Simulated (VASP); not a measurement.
# TiSi16 (a cell with a defect) in VASP: relaxation of the atoms with PBE

Aim: the relaxation of the atoms of TiSi16 (a cell with a defect) with PBE.

Everything below comes from runs of VASP 6.6.1. Logs are shortened: lines on timing, memory, paths and dates and some standing lists are left out, and cuts for length are marked.

## Step 1: The cell of the first run

The cell holds a defect, 17 atoms: a = 7.679 Å, b = 7.679 Å, c = 7.679 Å, α = 60.00°, β = 60.00°, γ = 60.00°.

## Step 2: Relaxation of the atoms, PBE

INCAR reads:

```
SYSTEM = TiSi16
PREC     = Accurate       ! precision mode
ENCUT    = 450            ! plane-wave cutoff, eV
EDIFF    = 1E-7           ! SCF threshold, eV
ISMEAR   = 0              ! smearing method
SIGMA    = 0.02           ! smearing width, eV
LREAL    = .False.        ! projectors in reciprocal space
LASPH    = .True.         ! aspherical terms in the spheres
NELM     = 120            ! most SCF steps
ALGO     = Normal         ! electronic algorithm
ISIF     = 2              ! what is computed and relaxed
LWAVE    = .False.        ! write WAVECAR
LCHARG   = .False.        ! write CHGCAR
GGA      = PE             ! functional
IBRION   = 2              ! ionic algorithm
NSW      = 80             ! ionic steps
EDIFFG   = -0.03          ! ionic threshold
GGA_COMPAT= .False.      
NELMIN   = 4
```

KPOINTS reads:

```
regular mesh
0
Gamma
  2 2 2
  0 0 0
```

POSCAR reads:

```
TiSi16
1.0
    0.0000000000      5.4300000000      5.4300000000
    5.4300000000      0.0000000000      5.4300000000
    5.4300000000      5.4300000000      0.0000000000
Si Ti
16 1
Direct
    0.0000000000      0.0000000000      0.0000000000
    0.1250000000      0.1250000000      0.1250000000
    0.0000000000      0.0000000000      0.5000000000
    0.1250000000      0.1250000000      0.6250000000
    0.0000000000      0.5000000000      0.0000000000
    0.1250000000      0.6250000000      0.1250000000
    0.0000000000      0.5000000000      0.5000000000
    0.1250000000      0.6250000000      0.6250000000
    0.5000000000      0.0000000000      0.0000000000
    0.6250000000      0.1250000000      0.1250000000
    0.5000000000      0.0000000000      0.5000000000
    0.6250000000      0.1250000000      0.6250000000
    0.5000000000      0.5000000000      0.0000000000
    0.6250000000      0.6250000000      0.1250000000
    0.5000000000      0.5000000000      0.5000000000
    0.6250000000      0.6250000000      0.6250000000
    0.5575041000      0.8084726000      0.8112634000
```

Potentials or basis: VASP PAW PBE potentials, release 64 (Si, Ti_sv).

On the command line:

```
cat potpaw_PBE.64/Si/POTCAR potpaw_PBE.64/Ti_sv/POTCAR > POTCAR
mpirun -np 1 vasp_std > vasp.out
```

OUTCAR:

```text
SYSTEM = TiSi16
   PREC = Accurate
   ENCUT = 450
   EDIFF = 1E-7
   ISMEAR = 0
   LREAL = .False.
   LASPH = .True.
   NELM = 120
   ISIF = 2
   GGA = PE
   IBRION = 2
   NSW = 80
   EDIFFG = -0.03
   NELMIN = 4

 ion  position               nearest neighbor table
   1  0.000  0.000  0.000-   2 2.35   4 2.35   6 2.35  10 2.35
   2  0.125  0.125  0.125-   1 2.35   3 2.35   5 2.35   9 2.35
   3  0.000  0.000  0.500-   2 2.35   4 2.35   8 2.35  12 2.35
   4  0.125  0.125  0.625-   1 2.35   3 2.35   7 2.35  11 2.35
   5  0.000  0.500  0.000-   2 2.35   6 2.35   8 2.35  14 2.35
   6  0.125  0.625  0.125-   1 2.35   5 2.35   7 2.35  13 2.35
   7  0.000  0.500  0.500-   4 2.35   6 2.35   8 2.35  16 2.35
   8  0.125  0.625  0.625-   3 2.35   5 2.35   7 2.35  15 2.35
   9  0.500  0.000  0.000-  17 2.30  10 2.35  12 2.35  14 2.35   2 2.35
  10  0.625  0.125  0.125-   1 2.35   9 2.35  11 2.35  13 2.35
  11  0.500  0.000  0.500-  17 2.23  10 2.35  12 2.35  16 2.35   4 2.35
  12  0.625  0.125  0.625-  17 2.29   9 2.35  11 2.35  15 2.35   3 2.35
  13  0.500  0.500  0.000-  17 2.21  10 2.35  14 2.35  16 2.35   6 2.35
  14  0.625  0.625  0.125-  17 2.28   9 2.35  13 2.35  15 2.35   5 2.35
  15  0.500  0.500  0.500-   8 2.35  12 2.35  14 2.35  16 2.35
  16  0.625  0.625  0.625-  17 2.20  11 2.35  13 2.35  15 2.35   7 2.35
  17  0.558  0.808  0.811-  16 2.20  13 2.21  11 2.23  14 2.28  12 2.29   9 2.30

  LATTYP: Found a face centered cubic cell.
 ALAT       =    10.8600000000

  Lattice vectors:

 A1 = (   0.0000000000,   5.4300000000,   5.4300000000)
 A2 = (   5.4300000000,   0.0000000000,   5.4300000000)
 A3 = (   5.4300000000,   5.4300000000,   0.0000000000)

Analysis of symmetry for initial positions (statically):
=====================================================================
 Subroutine PRICEL returns:
 Original cell was already a primitive cell.

 Routine SETGRP: Setting up the symmetry group for a
 face centered cubic supercell.

 Subroutine GETGRP returns: Found  1 space group operations
 (whereof  1 operations were pure point group operations)
 out of a pool of 48 trial point group operations.

The static configuration has the point symmetry C_1 .

Analysis of symmetry for dynamics (positions and initial velocities):
=====================================================================
 Subroutine PRICEL returns:
 Original cell was already a primitive cell.

 Routine SETGRP: Setting up the symmetry group for a
 face centered cubic supercell.

 Subroutine GETGRP returns: Found  1 space group operations
 (whereof  1 operations were pure point group operations)
 out of a pool of 48 trial point group operations.

The dynamic configuration has the point symmetry C_1 .

 Subroutine INISYM returns: Found  1 space group operations
 (whereof  1 operations are pure point group operations),
 and found     1 'primitive' translations

----------------------------------------------------------------------------------------

                                     Primitive cell

  volume of cell :     320.2060

  direct lattice vectors                    reciprocal lattice vectors
     0.000000000  5.430000000  5.430000000    -0.092081031  0.092081031  0.092081031
     5.430000000  0.000000000  5.430000000     0.092081031 -0.092081031  0.092081031
     5.430000000  5.430000000  0.000000000     0.092081031  0.092081031 -0.092081031

  length of vectors
     7.679179644  7.679179644  7.679179644     0.159489025  0.159489025  0.159489025

  position of ions in fractional coordinates (direct lattice)
     0.000000000  0.000000000  0.000000000
     0.125000000  0.125000000  0.125000000
     0.000000000  0.000000000  0.500000000
     0.125000000  0.125000000  0.625000000
     0.000000000  0.500000000  0.000000000
     0.125000000  0.625000000  0.125000000
[... 9 lines left out ...]
     0.625000000  0.625000000  0.625000000
     0.557504100  0.808472600  0.811263400

  ion indices of the primitive-cell ions
   primitive index   ion index
                 1           1
                 2           2
                 3           3
                 4           4
                 5           5
                 6           6
[... 9 lines left out ...]
                16          16
                17          17

----------------------------------------------------------------------------------------

 KPOINTS: regular mesh

Automatic generation of k-mesh.
 Grid dimensions read from file:
 generate k-points for:    2    2    2

 Generating k-lattice:

  Cartesian coordinates                     Fractional coordinates (reciprocal lattice)
    -0.046040516  0.046040516  0.046040516     0.500000000  0.000000000  0.000000000
     0.046040516 -0.046040516  0.046040516     0.000000000  0.500000000  0.000000000
     0.046040516  0.046040516 -0.046040516     0.000000000  0.000000000  0.500000000

  Length of vectors
     0.079744512  0.079744512  0.079744512

  Shift w.r.t. Gamma in fractional coordinates (k-lattice)
     0.000000000  0.000000000  0.000000000

 Subroutine IBZKPT returns following result:
 ===========================================

 Found      8 irreducible k-points:

 Following reciprocal coordinates:
            Coordinates               Weight
  0.000000  0.000000  0.000000      1.000000
  0.500000  0.000000  0.000000      1.000000
  0.000000  0.500000  0.000000      1.000000
  0.000000  0.000000  0.500000      1.000000
  0.500000  0.500000  0.500000      1.000000
  0.500000  0.500000  0.000000      1.000000
  0.000000  0.500000  0.500000      1.000000
  0.500000  0.000000  0.500000      1.000000
   k-points           NKPTS =      8   k-points in BZ     NKDIM =      8   number of bands    NBANDS=     47
   number of dos      NEDOS =    301   number of ions     NIONS =     17
   total plane-waves  NPLWV = 157464
   dimension x,y,z NGX =    54 NGY =   54 NGZ =   54
   dimension x,y,z NGXF=   108 NGYF=  108 NGZF=  108
   ions per type =              16   1
   NGX,Y,Z   is equivalent  to a cutoff of  11.69, 11.69, 11.69 a.u.
   NGXF,Y,Z  is equivalent  to a cutoff of  23.38, 23.38, 23.38 a.u.
 SYSTEM =  TiSi16
   PREC   = accura    normal or accurate (medium, high low for compatibility)
   ISTART =      0    job   : 0-new  1-cont  2-samecut
   ICHARG =      2    charge: 1-file 2-atom 10-const
   ISPIN  =      1    spin polarized calculation?
   LNONCOLLINEAR =      F non collinear calculations
   LSORBIT =      F    spin-orbit coupling
   LASPH  =      T    aspherical Exc in radial PAW
   ENCUT  =  450.0 eV  33.07 Ry    5.75 a.u.  13.28 13.28 13.28*2*pi/ulx,y,z
   NELM   =    120;   NELMIN=  4; NELMDL= -5     # of ELM steps
   EDIFF  = 0.1E-06   stopping-criterion for ELM
   LREAL  =      F    real-space projection
   EDIFFG = -.3E-01   stopping-criterion for IOM
   NSW    =     80    number of steps for IOM
   IBRION =      2    ionic relax: 0-MD 1-quasi-New 2-CG
   NFREE  =      1    steps in history (QN), initial steepest desc. (CG)
   ISIF   =      2    stress and relaxation
   ISYM   =      2    0-nonsym 1-usesym 2-fastsym
   POTIM  = 0.5000    time-step for ionic-motion
   TEBEG  =    0.0;   TEEND  =   0.0 temperature during run
   PSTRESS=    0.0 pullay stress
   NELECT =      76.0000    total number of electrons
   NUPDOWN=      -1.0000    fix difference up-down
   EMIN   =  10.00;   EMAX   =-10.00  energy-range for DOS
   EFERMI =   0.00;   METHOD = LEGACY
   ISMEAR =     0;   SIGMA  =   0.02  broadening in eV -4-tet -1-fermi 0-gaus
   EFERMI_NEDOS =   21; number of points for ismear=-14 and -15
   IALGO  =     38    algorithm
   IMIX   =      4    mixing-type and parameters
     AMIX     =   0.40;   BMIX     =  1.00
     AMIX_MAG =   1.60;   BMIX_MAG =  1.00
  volume/ion in A,a.u.               =      18.84       127.11
  Fermi-wavevector in a.u.,A,eV,Ry     =   1.013607  1.915439 13.978610  1.027399
  Thomas-Fermi vector in A             =   2.146786
   LORBIT       =      0    0 simple, 1 ext, 2 COOP (PROOUT), +10 PAW based schemes
   GGA     = PE    functional components
   LHFCALC =     F    Hartree Fock is set to
   AEXX    =    0.0000 exact exchange contribution
   IVDW    =     0    specifies the selected vdW correction
   LEPSILON=     F    determine dielectric tensor
   LRPA    =     F    only Hartree local field effects (RPA)
 conjugate gradient relaxation of ions
 non-spin polarized calculation
 Gauss-broadening in eV      SIGMA  =   0.02
  energy-cutoff  :      450.00
  volume of cell :      320.21
 maximum number of plane-waves:      6958
 NGX is ok and might be reduce to    54
   NGX = 27   NGY = 27   NGZ = 27

--------------------------------------- Ionic step        1  -------------------------------------------

 number of electron      76.0000003 magnetization

 Free energy of the ion-electron system (eV)
  ---------------------------------------------------
  ext. energy  EPLUGINS =         0.00000000
  ---------------------------------------------------
  free energy    TOTEN  =       -88.90910832 eV

  energy without entropy =      -88.90312670  energy(sigma->0) =      -88.90611751

------------------------ aborting loop because EDIFF is reached ----------------------------------------

  FORCE on cell =-STRESS in cart. coord.  units (eV):
  Direction    XX          YY          ZZ          XY          YZ          ZX
  --------------------------------------------------------------------------------------
  -------------------------------------------------------------------------------------
  Total       18.3898332     18.3496994     18.3617766      3.8410857     -4.0016788      3.8280600
  in kB       92.0150547     91.8142420     91.8746711     19.2191908    -20.0227314     19.1540156
  external PRESSURE =      91.9013226 kB  Pullay stress =       0.0000000 kB
[... 134 lines left out ...]
  FREE ENERGIE OF THE ION-ELECTRON SYSTEM (eV)
  ---------------------------------------------------
  free  energy   TOTEN  =       -90.2176037495 eV

  energy  without entropy=      -90.2176000150  energy(sigma->0) =      -90.21760188

[... ionic steps 4 to 49 ...]

--------------------------------------- Ionic step       50  -------------------------------------------

 number of electron      75.9999997 magnetization

------------------------ aborting loop because EDIFF is reached ----------------------------------------

  FORCE on cell =-STRESS in cart. coord.  units (eV):
  Direction    XX          YY          ZZ          XY          YZ          ZX
  --------------------------------------------------------------------------------------
  -------------------------------------------------------------------------------------
  Total        8.0145945      8.0098747      8.0095997      0.1267459     -0.2020650      0.1408268
  in kB       40.1016878     40.0780717     40.0766958      0.6341837     -1.0110489      0.7046388
  external PRESSURE =      40.0854851 kB  Pullay stress =       0.0000000 kB
[... 87 lines left out ...]
  energy  without entropy=      -92.1886534304  energy(sigma->0) =      -92.19117893

--------------------------------------- Ionic step       52  -------------------------------------------

 number of electron      75.9999997 magnetization

 Free energy of the ion-electron system (eV)
  ---------------------------------------------------
  ext. energy  EPLUGINS =         0.00000000
  ---------------------------------------------------
  free energy    TOTEN  =       -92.19392873 eV

  energy without entropy =      -92.18869434  energy(sigma->0) =      -92.19131153

 E-fermi :   6.9437     XC(G=0):  -9.7515

 val. band max:        6.8915026900   @ k =   0.0000   0.5000   0.5000
 cond. band min:       6.9505829658   @ k =   0.5000   0.0000   0.0000
 fundamental gap:      0.0590802758
 Fermi energy:         6.9437130501

 k-point     1 :       0.0000    0.0000    0.0000
  band No.  band energies     occupation
      1     -49.8830      2.00000
      2     -26.2591      2.00000
      3     -26.2561      2.00000
      4     -26.2544      2.00000
      5      -5.7202      2.00000
      6      -3.5127      2.00000
[... 433 lines left out ...]
  FREE ENERGIE OF THE ION-ELECTRON SYSTEM (eV)
  ---------------------------------------------------
  free  energy   TOTEN  =       -92.1939287297 eV

  energy  without entropy=      -92.1886943381  energy(sigma->0) =      -92.19131153

 reached required accuracy - stopping structural energy minimisation
```

It took 1.6 h on 1 thread of Oxide Virtual Turin-like, shared host; peak memory 0.41 GiB.

What came out:

```yaml
Free_energy: -92.1939 eV
Energy_gained_by_relaxing: 193.2 meV/atom
Ionic_steps: 52
Pressure_after_relaxing: 4.0 GPa
Largest_force_after_relaxing: 0.019 eV/Å
Band_gap_on_the_k_mesh: zero (bands 38 and 39 overlap by 0.43 eV)
```

Forces on the atoms (eV/Å):
```
Si   0.000  0.003  0.003
Si   0.001  0.004  0.005
Si   0.011 -0.006 -0.010
Si   0.000 -0.013  0.007
Si   0.009 -0.007 -0.004
Si  -0.001  0.006 -0.016
Si  -0.006  0.000  0.001
Si   0.000  0.001  0.001
Si   0.000 -0.009 -0.008
Si  -0.004  0.007  0.008
Si   0.002 -0.005  0.003
Si  -0.014  0.012 -0.005
Si   0.000  0.004 -0.006
Si  -0.010 -0.004  0.008
Si   0.005  0.010  0.015
Si   0.001 -0.004 -0.004
Ti   0.006  0.000  0.003
```

Step by step:
```
step  energy change (eV)  largest force (eV/Å)  pressure (GPa)
   1              0.0000                3.9349            9.19
   3             -1.3085                1.2573            7.50
   5             -1.4081                0.5734            7.32
   7             -1.4463                0.3575            7.21
   9             -1.4717                0.2939            7.07
  11             -1.5133                0.2920            6.89
  13             -1.5360                0.6438            6.53
  15             -1.6018                0.7392            5.94
  17             -1.6310                1.0395            5.35
  19             -1.7339                1.4874            4.42
  21             -1.7412                1.4608            4.17
  23             -1.8536                1.1510            3.18
  25             -1.9589                2.1769            2.57
  27             -2.2107                2.4345            2.37
  29             -2.6165                0.8461            2.79
  31             -2.7987                0.7155            3.02
  33             -2.9507                0.7813            3.23
  35             -3.0677                0.6170            3.36
  37             -3.1400                0.7628            3.60
  39             -3.2312                0.3899            3.90
  41             -3.2669                0.2198            3.99
  43             -3.2765                0.1286            3.98
  45             -3.2811                0.0923            4.00
  47             -3.2830                0.0897            4.01
  49             -3.2843                0.0421            4.01
  51             -3.2846                0.0325            4.01
  52             -3.2848                0.0191            4.01
```

Final structure:
```cif
data_structure
_symmetry_space_group_name_H-M 'P 1'
_symmetry_Int_Tables_number 1
_cell_length_a 7.6792
_cell_length_b 7.6792
_cell_length_c 7.6792
_cell_angle_alpha 60.000
_cell_angle_beta 60.000
_cell_angle_gamma 60.000
_cell_volume 320.21
loop_
_atom_site_label
_atom_site_type_symbol
_atom_site_fract_x
_atom_site_fract_y
_atom_site_fract_z
_atom_site_occupancy
Si1 Si 0.99919 0.99990 0.00008 1
Si2 Si 0.13338 0.12394 0.12411 1
Si3 Si 0.01200 0.99239 0.49743 1
Si4 Si 0.13348 0.12387 0.61787 1
Si5 Si 0.01196 0.49729 0.99255 1
Si6 Si 0.13350 0.61771 0.12402 1
Si7 Si 0.01181 0.49737 0.49754 1
Si8 Si 0.13339 0.62185 0.62202 1
Si9 Si 0.51580 0.00000 0.00016 1
Si10 Si 0.63672 0.12069 0.12086 1
Si11 Si 0.51577 0.00015 0.48331 1
Si12 Si 0.63809 0.12574 0.61773 1
Si13 Si 0.51576 0.48315 0.00031 1
Si14 Si 0.63810 0.61758 0.12587 1
Si15 Si 0.50376 0.49837 0.49857 1
Si16 Si 0.63810 0.61773 0.61789 1
Ti1 Ti 0.38669 0.87074 0.87092 1
```

Caveat: the k points lie up to 0.50 Å⁻¹ apart.

The gap in the log of VASP goes by the Fermi energy; the results here count the filled bands.